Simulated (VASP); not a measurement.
Wanted: the native input for a VASP 6.6.1 run.

```
Task                   : single point
Functional             : LDA
Potentials or basis    : VASP PAW LDA potentials, release 64 (Sn_d, O_h)
Cutoff                 : 1340 eV
k mesh                 : 10 × 10 × 8
Occupations            : gaussian, width 0.15 eV
Spin                   : no spin polarisation
Dipole correction      : no
Further INCAR settings : ALGO = Normal; EDIFF = 1e-06; NBANDS = 28
```

The structure of SnO lies in POSCAR:

```
SnO
1.0
    3.7093000000      0.0000000000      0.0000000000
    0.0000000000      3.7093000000      0.0000000000
    0.0000000000      0.0000000000      4.7726000000
Sn O
2 2
Direct
    0.0000000000      0.5000000000      0.2455950842
    0.5000000000      0.0000000000      0.7544049158
    0.0000000000      0.0000000000      0.0000000000
    0.5000000000      0.5000000000      0.0000000000
```

The input as run:

INCAR

```
  PREC = Accurate
  ENCUT = 1340
  EDIFF = 1E-6
  ISMEAR = 0
  SIGMA = 0.15
  LREAL = F
  LASPH = T
  NELM = 120
  ALGO = Normal
  ISIF = 2
  LWAVE = F
  LCHARG = F
  NBANDS = 28
  GGA_COMPAT = F
```

KPOINTS

```
regular mesh
0
Gamma
  10 10 8
```

Potentials or basis: VASP PAW LDA potentials, release 64 (Sn_d, O_h).

Run with:

```bash
$ cat potpaw_LDA.64/Sn_d/POTCAR potpaw_LDA.64/O_h/POTCAR > POTCAR
$ mpirun -np 1 vasp_std > vasp.out
```

It gave:

```yaml
Pressure: 1.6 GPa
Largest_force: 0.029 eV/Å
Band_gap_on_the_k_mesh: zero (bands 20 and 21 overlap by 0.44 eV)
```

Caveat: semilocal functionals underestimate gaps, and a narrow one can read as zero; spin-orbit coupling is left out, which moves the levels of the heavy elements.

Wall time 9.3 min on 1 thread of Intel(R) Xeon(R) Platinum 8488C (Sapphire Rapids), with other jobs on the host, peak memory 0.74 GiB.
